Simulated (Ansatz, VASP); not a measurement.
Mg: VASP beside Ansatz

The input INCAR:

```
  ALGO = Normal
  EDIFF = 1E-6
  ENCUT = 520
  GGA = PS
  ISIF = 2
  ISMEAR = -1
  LASPH = T
  LCHARG = T
  LELF = T
  LREAL = F
  LVHAR = T
  LWAVE = F
  NBANDS = 9
  NELM = 60
  PREC = Accurate
  SIGMA = 0.05
```

File KPOINTS:

```
k-points
0
Gamma
  9 9 9
```

The input POSCAR:

```
Mg
1.0
    0.0000000000      3.0606187252      3.0606187252
    3.0606187252      0.0000000000      3.0606187252
    3.0606187252      3.0606187252      0.0000000000
Mg
2
Direct
   -0.1700000000     -0.1100000000     -0.1100000000
    0.1700000000      0.1100000000      0.1100000000
```

Input for Ansatz:

```yaml
crystal:
  lattice:
    - [0.0, 3.0606187252, 3.0606187252]
    - [3.0606187252, 0.0, 3.0606187252]
    - [3.0606187252, 3.0606187252, 0.0]
  atoms:
    - { symbol: Mg, position: [-0.17, -0.11, -0.11] }
    - { symbol: Mg, position: [0.17, 0.11, 0.11] }
kpoints:
  mp_grid: { grid: [9, 9, 9] }
scf:
  occupations: { method: fermi_dirac, width: 0.05 }
hamiltonian:
  xc: pbesol
  pseudopotentials: { kind: paw }
output:
  forces: true
  stress: true
  eigenvalues: true
  populations: true
  write_density: true
  write_potential: true
  elf: true
  volumetric_format: npy
```

Change from the starting cell: shortest bond scaled by 0.88, PAW files.

Alike in both runs: task single point; functional PBEsol; k mesh 9 × 9 × 9; occupations fermi-dirac, width 0.05 eV; no spin polarisation.

```csv
,VASP,Ansatz
version,VASP 6.6.1,Ansatz 0.2.0
potentials or method,"VASP PAW PBE potentials, release 64 (Mg)","PAW with Ansatz's default frozen-core files, scalar-relativistic"
plane-wave cutoff (eV),520,420
valence electrons in the cell,4,20
```

```tsv
	VASP	Ansatz	Ansatz less VASP
pressure (GPa)	7.7	7.6	-0.10
traceless stress, the component that is largest in VASP (GPa)	-5.50	-5.43	+0.068
rms of the force components (eV/Å)	1.167	1.150	-0.0169
```

VASP's potentials were made for PBE, not for PBEsol. Atom by atom the forces differ by 0.017 eV/Å (rms over components). VASP's potentials hold 4 valence electrons a cell and Ansatz's 20, so a difference there can come from the potentials and not from the codes.
